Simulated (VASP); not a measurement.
# Sb (R-3m) in VASP: notebook

The runs below take Sb through single point, with RPBE.

All numbers are computed with VASP 6.6.1; they aren't measurements. Logs are shortened: lines on timing, memory, paths and dates and some standing lists are left out, and cuts for length are marked.

## 1. The cell of the first run

It takes space group R-3m (No. 166, trigonal). The conventional cell has a = 4.457 Å, b = 4.457 Å, c = 12.105 Å, α = 90.00°, β = 90.00°, γ = 120.00°. Within 3.9 Å of Sb (site symmetry 3m) lie 6 Sb at 3.00 to 3.58 Å.

## 2. Single point, RPBE (34.71 Å³/atom)

Contents of INCAR:

```
SYSTEM = Sb
PREC = Accurate ; ENCUT = 520
EDIFF = 1E-6 ; ISMEAR = -1
SIGMA = 0.1 ; LREAL = .False.
LASPH = .True. ; NELM = 100
ALGO = Normal ; ISIF = 2
LWAVE = .False. ; LCHARG = .False.
GGA = RP ; NBANDS = 12
```

Contents of KPOINTS:

```
Automatic mesh
0
Gamma
  14 14 14
  0 0 0
```

Contents of POSCAR:

```
Sb
1.0
    2.2287269990      1.2867561328      4.0349559403
   -2.2287269990      1.2867561328      4.0349559403
    0.0000000000     -2.5735122656      4.0349559404
Sb
2
Direct
    0.2303412899      0.2303412899      0.2303412899
    0.7696587101      0.7696587101      0.7696587101
```

Potentials or basis: VASP PAW PBE potentials, release 64 (Sb).

Launch:

```console
cat potpaw_PBE.64/Sb/POTCAR > POTCAR
mpirun -np 1 vasp_std > vasp.out
```

OUTCAR:

```text
SYSTEM = Sb
   PREC = Accurate
   ENCUT = 520
   EDIFF = 1E-6
   ISMEAR = -1
   LREAL = .False.
   LASPH = .True.
   NELM = 100
   ISIF = 2
   GGA = RP

 ion  position               nearest neighbor table
   1  0.230  0.230  0.230-   2 3.00   2 3.00   2 3.00   2 3.58   2 3.58   2 3.58
   2  0.770  0.770  0.770-   1 3.00   1 3.00   1 3.00   1 3.58   1 3.58   1 3.58

  LATTYP: Found a trigonal (rhomboedric) cell.
 ALAT       =     4.7857951086
 COS(alpha) =     0.5662539418

  Lattice vectors:

 A1 = (   2.2287269990,   1.2867561328,   4.0349559403)
 A2 = (  -2.2287269990,   1.2867561328,   4.0349559403)
 A3 = (   0.0000000000,  -2.5735122656,   4.0349559404)

Analysis of symmetry for initial positions (statically):
=====================================================================
 Subroutine PRICEL returns:
 Original cell was already a primitive cell.

 Routine SETGRP: Setting up the symmetry group for a
 trigonal (rhombohedral) supercell.

 Subroutine GETGRP returns: Found 12 space group operations
 (whereof 12 operations were pure point group operations)
 out of a pool of 12 trial point group operations.

The static configuration has the point symmetry D_3d.

Analysis of symmetry for dynamics (positions and initial velocities):
=====================================================================
 Subroutine PRICEL returns:
 Original cell was already a primitive cell.

 Routine SETGRP: Setting up the symmetry group for a
 trigonal (rhombohedral) supercell.

 Subroutine GETGRP returns: Found 12 space group operations
 (whereof 12 operations were pure point group operations)
 out of a pool of 12 trial point group operations.

The dynamic configuration has the point symmetry D_3d.

 Subroutine INISYM returns: Found 12 space group operations
 (whereof 12 operations are pure point group operations),
 and found     1 'primitive' translations

----------------------------------------------------------------------------------------

                                     Primitive cell

  volume of cell :      69.4294

  direct lattice vectors                    reciprocal lattice vectors
     2.228726999  1.286756133  4.034955940     0.224343314  0.129524672  0.082611394
    -2.228726999  1.286756133  4.034955940    -0.224343314  0.129524672  0.082611394
     0.000000000 -2.573512266  4.034955940     0.000000000 -0.259049345  0.082611394

  length of vectors
[... 90 lines left out ...]
   POTIM  = 0.5000    time-step for ionic-motion
   TEBEG  =    0.0;   TEEND  =   0.0 temperature during run
   PSTRESS=    0.0 pullay stress
   NELECT =      10.0000    total number of electrons
   NUPDOWN=      -1.0000    fix difference up-down
   EMIN   =  10.00;   EMAX   =-10.00  energy-range for DOS
   EFERMI =   0.00;   METHOD = LEGACY
   ISMEAR =    -1;   SIGMA  =   0.10  broadening in eV -4-tet -1-fermi 0-gaus
   EFERMI_NEDOS =   21; number of points for ismear=-14 and -15
   IALGO  =     38    algorithm
   IMIX   =      4    mixing-type and parameters
     AMIX     =   0.40;   BMIX     =  1.00
     AMIX_MAG =   1.60;   BMIX_MAG =  1.00
  volume/ion in A,a.u.               =      34.71       234.27
  Fermi-wavevector in a.u.,A,eV,Ry     =   0.858145  1.621658 10.019494  0.736412
  Thomas-Fermi vector in A             =   1.975305
   LORBIT       =      0    0 simple, 1 ext, 2 COOP (PROOUT), +10 PAW based schemes
   GGA     = RP    functional components
   LHFCALC =     F    Hartree Fock is set to
   AEXX    =    0.0000 exact exchange contribution
   IVDW    =     0    specifies the selected vdW correction
   LEPSILON=     F    determine dielectric tensor
   LRPA    =     F    only Hartree local field effects (RPA)
 non-spin polarized calculation
  energy-cutoff  :      520.00
  volume of cell :       69.43
 maximum number of plane-waves:      1895
   NGX = 17   NGY = 17   NGZ = 17

 number of electron      10.0000000 magnetization

 Free energy of the ion-electron system (eV)
  ---------------------------------------------------
  ext. energy  EPLUGINS =         0.00000000
  ---------------------------------------------------
  free energy    TOTEN  =        -7.54675232 eV

  energy without entropy =       -7.53727070  energy(sigma->0) =       -7.54201151

 E-fermi :   5.7917     XC(G=0):  -8.8248

 val. band max:        5.7646233551   @ k =   0.3571   0.2143   0.2143
 cond. band min:       5.8484747332   @ k =   0.4286   0.0000  -0.0000
 fundamental gap:      0.0838513781
 Fermi energy:         5.7916644116

 k-point     1 :       0.0000    0.0000    0.0000
  band No.  band energies     occupation
      1      -6.0150      2.00000
      2       0.3535      2.00000
      3       3.9333      2.00000
      4       4.2493      2.00000
      5       4.2493      2.00000
      6       7.4798      0.00000
      7       8.1552      0.00000
      8       8.1552      0.00000
      9      11.1833      0.00000
     10      11.1833      0.00000
     11      11.2803      0.00000
     12      12.6341      0.00000
[... 331 lines left out ...]
 k-point    24 :       0.2857    0.1429   -0.0000
  band No.  band energies     occupation
      1      -5.3488      2.00000
      2      -1.1526      2.00000
      3       3.2011      2.00000
      4       3.5383      2.00000
      5       4.8316      1.99986
      6       6.7413      0.00015
      7       7.9786      0.00000
      8       8.2226      0.00000
      9      10.0442      0.00000
     10      12.1055      0.00000
     11      12.6451      0.00000
     12      13.9809      0.00000

 [... further k-points ...]

------------------------ aborting loop because EDIFF is reached ----------------------------------------

  FORCE on cell =-STRESS in cart. coord.  units (eV):
  Direction    XX          YY          ZZ          XY          YZ          ZX
  --------------------------------------------------------------------------------------
  -------------------------------------------------------------------------------------
  Total       -0.7612550     -0.7612550     -0.5340578     -0.0000000      0.0000000      0.0000000
  in kB      -17.5669996    -17.5669996    -12.3241133     -0.0000000      0.0000000      0.0000000
  external PRESSURE =     -15.8193709 kB  Pullay stress =       0.0000000 kB

 VOLUME and BASIS-vectors are now :
 -----------------------------------------------------------------------------
  energy-cutoff  :      520.00
  volume of cell :       69.43
      direct lattice vectors                 reciprocal lattice vectors
     2.228726999  1.286756133  4.034955940     0.224343314  0.129524672  0.082611394
    -2.228726999  1.286756133  4.034955940    -0.224343314  0.129524672  0.082611394
     0.000000000 -2.573512266  4.034955940     0.000000000 -0.259049345  0.082611394

 POSITION                                       TOTAL-FORCE (eV/Angst)
 -----------------------------------------------------------------------------------
      0.00000      0.00000      2.78825         0.000000     -0.000000     -0.167683
      0.00000      0.00000      9.31662         0.000000      0.000000      0.167683
 -----------------------------------------------------------------------------------
    total drift:                                0.000000     -0.000000     -0.000000

  FREE ENERGIE OF THE ION-ELECTRON SYSTEM (eV)
  ---------------------------------------------------
  free  energy   TOTEN  =        -7.5467523202 eV

  energy  without entropy=       -7.5372707029  energy(sigma->0) =       -7.54201151
```

OSZICAR:

```text
N       E                     dE             d eps       ncg     rms          rms(c)
DAV:   1     0.350321838313E+02    0.35032E+02   -0.34643E+03  6912   0.643E+02
DAV:   2    -0.552713976545E+01   -0.40559E+02   -0.38913E+02  9148   0.103E+02
DAV:   3    -0.751549081520E+01   -0.19884E+01   -0.19726E+01  8504   0.256E+01
DAV:   4    -0.753465524881E+01   -0.19164E-01   -0.19162E-01  8028   0.302E+00
DAV:   5    -0.753493710017E+01   -0.28185E-03   -0.28185E-03  8476   0.398E-01    0.265E+00
DAV:   6    -0.754190202126E+01   -0.69649E-02   -0.33210E-03  8168   0.408E-01    0.160E+00
DAV:   7    -0.754632399533E+01   -0.44220E-02   -0.85808E-03  7924   0.647E-01    0.109E-01
DAV:   8    -0.754663707899E+01   -0.31308E-03   -0.43460E-04  8524   0.121E-01    0.336E-02
DAV:   9    -0.754674629589E+01   -0.10922E-03   -0.18900E-04  7804   0.778E-02    0.755E-03
DAV:  10    -0.754674987342E+01   -0.35775E-05   -0.10180E-05  8516   0.181E-02    0.420E-03
DAV:  11    -0.754675152550E+01   -0.16521E-05   -0.50544E-06  7796   0.130E-02    0.450E-03
DAV:  12    -0.754675232021E+01   -0.79471E-06   -0.21825E-07  5528   0.284E-03
   1 F= -.75467523E+01 E0= -.75420115E+01  d E =-.948162E-02
```

stdout:

```text
POSCAR found type information on POSCAR Sb
 POSCAR found :  1 types and       2 ions
 scaLAPACK will be used
 -----------------------------------------------------------------------------
|                                                                             |
|                                                                             |
|     You enforced a specific xc type in the INCAR file but a different       |
|     I HOPE YOU KNOW WHAT YOU ARE DOING!                                     |
|                                                                             |
 -----------------------------------------------------------------------------

 LDA part: xc-table for (Slater+PW92), standard interpolation
 POSCAR, INCAR and KPOINTS ok, starting setup
 FFT: planning ... GRIDC
 FFT: planning ... GRID_SOFT
 FFT: planning ... GRID
 WAVECAR not read
 entering main loop
```

Run time: 6.2 min. Hardware: 1 thread of Intel Xeon 8259CL, shared host; peak memory 0.35 GiB.

Results:

```
Free energy            : -7.5468 eV
Pressure               : -1.6 GPa
Largest force          : 0.168 eV/Å
Band gap on the k mesh : zero (bands 5 and 6 overlap by 0.17 eV)
```

Forces in eV/Å, atoms in the order of the input:
```
Sb   0.000  0.000 -0.168
Sb   0.000  0.000  0.168
```

Caveat: the PAW data sets were made with another functional, which shifts forces and pressure a little; spin-orbit coupling is left out, which moves the levels of the heavy elements.

## 3. Single point, RPBE (36.05 Å³/atom)

This run uses another cell than the first one, of 36.05 Å³/atom.

Contents of INCAR:

```
ALGO = Normal
EDIFF = 1E-6
ENCUT = 520
GGA = RP
ISIF = 2
ISMEAR = -1
LASPH = True
LCHARG = False
LREAL = False
LWAVE = False
NBANDS = 12
NELM = 100
PREC = Accurate
SIGMA = 0.1
```

Contents of KPOINTS:

```
k-points
0
Gamma
  14 14 14
```

Contents of POSCAR:

```
Sb
1.0
    2.2569417284      1.3030459144      4.0860367547
   -2.2569417284      1.3030459144      4.0860367547
    0.0000000000     -2.6060918288      4.0860367547
Sb
2
Direct
    0.2303412899      0.2303412899      0.2303412899
    0.7696587101      0.7696587101      0.7696587101
```

Potentials or basis: VASP PAW PBE potentials, release 64 (Sb).

Launch:

```console
cat potpaw_PBE.64/Sb/POTCAR > POTCAR
mpirun -np 1 vasp_std > vasp.out
```

OUTCAR:

```text
EDIFF = 1E-6
   ENCUT = 520
   GGA = RP
   ISIF = 2
   ISMEAR = -1
   LASPH = True
   LREAL = False
   NELM = 100
   PREC = Accurate

 ion  position               nearest neighbor table
   1  0.230  0.230  0.230-   2 3.04   2 3.04   2 3.04   2 3.63   2 3.63   2 3.63
   2  0.770  0.770  0.770-   1 3.04   1 3.04   1 3.04   1 3.63   1 3.63   1 3.63

  LATTYP: Found a trigonal (rhomboedric) cell.
 ALAT       =     4.8463812253
 COS(alpha) =     0.5662539418

[... 549 lines left out ...]

------------------------ aborting loop because EDIFF is reached ----------------------------------------

  FORCE on cell =-STRESS in cart. coord.  units (eV):
  Direction    XX          YY          ZZ          XY          YZ          ZX
  --------------------------------------------------------------------------------------
  -------------------------------------------------------------------------------------
  Total       -1.4238390     -1.4238390     -1.0189813      0.0000000      0.0000000      0.0000000
  in kB      -31.6401037    -31.6401037    -22.6434820      0.0000000      0.0000000      0.0000000
  external PRESSURE =     -28.6412298 kB  Pullay stress =       0.0000000 kB

 VOLUME and BASIS-vectors are now :
 -----------------------------------------------------------------------------
  energy-cutoff  :      520.00
  volume of cell :       72.10
      direct lattice vectors                 reciprocal lattice vectors
     2.256941728  1.303045914  4.086036755     0.221538728  0.127905444  0.081578643
    -2.256941728  1.303045914  4.086036755    -0.221538728  0.127905444  0.081578643
     0.000000000 -2.606091829  4.086036755     0.000000000 -0.255810889  0.081578643

 POSITION                                       TOTAL-FORCE (eV/Angst)
 -----------------------------------------------------------------------------------
      0.00000      0.00000      2.82355         0.000000      0.000000     -0.349315
      0.00000      0.00000      9.43456         0.000000     -0.000000      0.349315
 -----------------------------------------------------------------------------------
    total drift:                                0.000000     -0.000000     -0.000000

  FREE ENERGIE OF THE ION-ELECTRON SYSTEM (eV)
  ---------------------------------------------------
  free  energy   TOTEN  =        -7.5093037960 eV

  energy  without entropy=       -7.4997098768  energy(sigma->0) =       -7.50450684
```

OSZICAR:

```text
N       E                     dE             d eps       ncg     rms          rms(c)
DAV:   1     0.345903860006E+02    0.34590E+02   -0.34361E+03  6912   0.640E+02
DAV:   2    -0.542146916399E+01   -0.40012E+02   -0.38541E+02  9200   0.101E+02
DAV:   3    -0.747560104840E+01   -0.20541E+01   -0.20398E+01  8524   0.256E+01
DAV:   4    -0.749623698284E+01   -0.20636E-01   -0.20633E-01  8080   0.306E+00
DAV:   5    -0.749655023182E+01   -0.31325E-03   -0.31325E-03  8552   0.416E-01    0.251E+00
DAV:   6    -0.750417096349E+01   -0.76207E-02   -0.34179E-03  8204   0.413E-01    0.151E+00
DAV:   7    -0.750886571830E+01   -0.46948E-02   -0.87615E-03  7848   0.651E-01    0.118E-01
DAV:   8    -0.750918619097E+01   -0.32047E-03   -0.43538E-04  8640   0.122E-01    0.334E-02
DAV:   9    -0.750929703937E+01   -0.11085E-03   -0.19018E-04  7764   0.772E-02    0.857E-03
DAV:  10    -0.750930078886E+01   -0.37495E-05   -0.97751E-06  8572   0.177E-02    0.439E-03
DAV:  11    -0.750930303513E+01   -0.22463E-05   -0.64755E-06  7704   0.143E-02    0.503E-03
DAV:  12    -0.750930379599E+01   -0.76086E-06   -0.23613E-07  5780   0.296E-03
   1 F= -.75093038E+01 E0= -.75045068E+01  d E =-.959392E-02
```

Run time: 5.6 min. Hardware: 1 thread of Intel Xeon 8259CL, shared host; peak memory 0.36 GiB.

Results:

```
Free energy            : -7.5093 eV
Pressure               : -2.9 GPa
Largest force          : 0.349 eV/Å
Band gap on the k mesh : zero (bands 5 and 6 overlap by 0.11 eV)
```

Forces in eV/Å, atoms in the order of the input:
```
Sb   0.000  0.000 -0.349
Sb   0.000  0.000  0.349
```

Caveat: the PAW data sets were made with another functional, which shifts forces and pressure a little; spin-orbit coupling is left out, which moves the levels of the heavy elements.

(Part 1 of 2 ends here.)

The gap in the log of VASP goes by the Fermi energy; the results here count the filled bands.